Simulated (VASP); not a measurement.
Here is a VASP 6.6.1 calculation.

Contents of INCAR:

```
SYSTEM = BeS
ALGO     = Normal         ! electronic algorithm
EDIFF    = 1E-6           ! SCF threshold, eV
ENCUT    = 520            ! plane-wave cutoff, eV
GGA      = PE             ! functional
ISIF     = 2              ! what is computed and relaxed
ISMEAR   = 0              ! smearing method
LASPH    = .True.         ! aspherical terms in the spheres
LCHARG   = .False.        ! write CHGCAR
LREAL    = .False.        ! projectors in reciprocal space
LWAVE    = .False.        ! write WAVECAR
NBANDS   = 11             ! bands
NELM     = 100            ! most SCF steps
PREC     = Accurate       ! precision mode
SIGMA    = 0.01           ! smearing width, eV
```

KPOINTS

```
k-points
0
Gamma
  6 6 6
  0 0 0
```

File POSCAR:

```
BeS
1.0
    0.0000000000      2.3856201057      2.3856201057
    2.3856201057      0.0000000000      2.3856201057
    2.3856201057      2.3856201057      0.0000000000
Be S
1 1
Direct
    0.0000000000      0.0000000000      0.0000000000
    0.2500000000      0.2500000000      0.2500000000
```

Potentials or basis: VASP PAW PBE potentials, release 64 (Be, S).

Command:

```console
$ cat potpaw_PBE.64/Be/POTCAR potpaw_PBE.64/S/POTCAR > POTCAR
$ mpirun -np 1 vasp_std > vasp.out
```

Predict the pressure.

6.9 GPa.

Predict the band gap on the k mesh.

2.99 eV, indirect (least direct gap 5.64 eV).

Caveat: the cell differs from its parent crystal (strain -2.0%). A k mesh can miss the band edges.
